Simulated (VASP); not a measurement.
# CuSi16 (a cell with a defect): single point with PBE

The system is CuSi16 (a cell with a defect).

```
CELL_PARAMETERS angstrom
0.00000 5.43000 5.43000
5.43000 0.00000 5.43000
5.43000 5.43000 0.00000
ATOMIC_POSITIONS crystal
Si 0.00654 0.98919 0.99479
Si 0.12807 0.11381 0.12040
Si 0.99483 0.00790 0.49282
Si 0.13146 0.11387 0.62275
Si 0.00492 0.48841 0.00033
Si 0.13094 0.61564 0.12012
Si 0.00998 0.48841 0.49298
Si 0.12256 0.62060 0.62332
Si 0.50024 0.00799 0.98976
Si 0.63465 0.11394 0.12164
Si 0.50411 0.00790 0.49424
Si 0.61526 0.16074 0.60869
Si 0.50388 0.48849 0.00220
Si 0.62819 0.61927 0.12303
Si 0.49092 0.53196 0.49118
Si 0.63486 0.62201 0.62600
Cu 0.73910 0.78913 0.74294
```

- Program: VASP 6.6.1
- Task: single point
- Functional: PBE
- Potentials or basis: VASP PAW PBE potentials, release 64 (Si, Cu)
- Cutoff: 520 eV
- k mesh: 2 × 2 × 2
- Occupations: gaussian, width 0.02 eV
- Spin: no spin polarisation

```
Largest force : 0.019 eV/Å
```

Forces in eV/Å, atoms in the order of the input:
```
Si   0.002  0.005 -0.007
Si   0.003  0.005 -0.003
Si   0.001  0.004  0.001
Si   0.004  0.004 -0.004
Si  -0.002  0.005  0.002
Si   0.000  0.005 -0.005
Si   0.001  0.004 -0.003
Si  -0.004  0.007  0.006
Si   0.003 -0.001  0.003
Si   0.003  0.001 -0.005
Si   0.002  0.000 -0.004
Si   0.015 -0.008  0.009
Si  -0.004 -0.002 -0.002
Si   0.001 -0.004  0.004
Si  -0.007 -0.008  0.008
Si  -0.006 -0.008 -0.007
Cu  -0.013 -0.009  0.008
```

Levels at points of the mesh, in eV from the Fermi level:
| k point | band 35 | band 36 | band 37 | band 38 | band 39 | band 40 |
| --- | --- | --- | --- | --- | --- | --- |
| (0.00, 0.00, 0.00) | -0.61 | -0.16 | -0.13 | 0.18 | 0.64 | 0.64 |
| (0.50, 0.00, 0.00) | -0.81 | -0.73 | -0.62 | 0.60 | 1.13 | 1.33 |
| (0.00, 0.50, 0.00) | -0.87 | -0.70 | -0.69 | 0.47 | 1.28 | 1.38 |
| (0.00, 0.00, 0.50) | -0.81 | -0.73 | -0.67 | 0.61 | 1.15 | 1.34 |
| (0.50, 0.50, 0.50) | -0.81 | -0.71 | -0.59 | 0.60 | 1.11 | 1.33 |
| (0.50, 0.50, 0.00) | -1.41 | -1.38 | -0.92 | 0.70 | 1.10 | 2.07 |
| (0.00, 0.50, 0.50) | -1.39 | -1.38 | -0.90 | 0.69 | 1.10 | 2.06 |
| (0.50, 0.00, 0.50) | -1.42 | -1.38 | -0.93 | 0.71 | 1.10 | 2.07 |

Run time: 6.5 min on 1 thread of Intel(R) Xeon(R) Platinum 8124M CPU @ 3.00GHz (Skylake/Cascade Lake), on a shared host, peak memory 0.49 GiB.

Caveat: the k points lie up to 0.50 Å⁻¹ apart; the cell carries a net charge on a neutralising background, which shifts energy and pressure; the cell is charged against a uniform background, so pressure and absolute levels hang on convention.
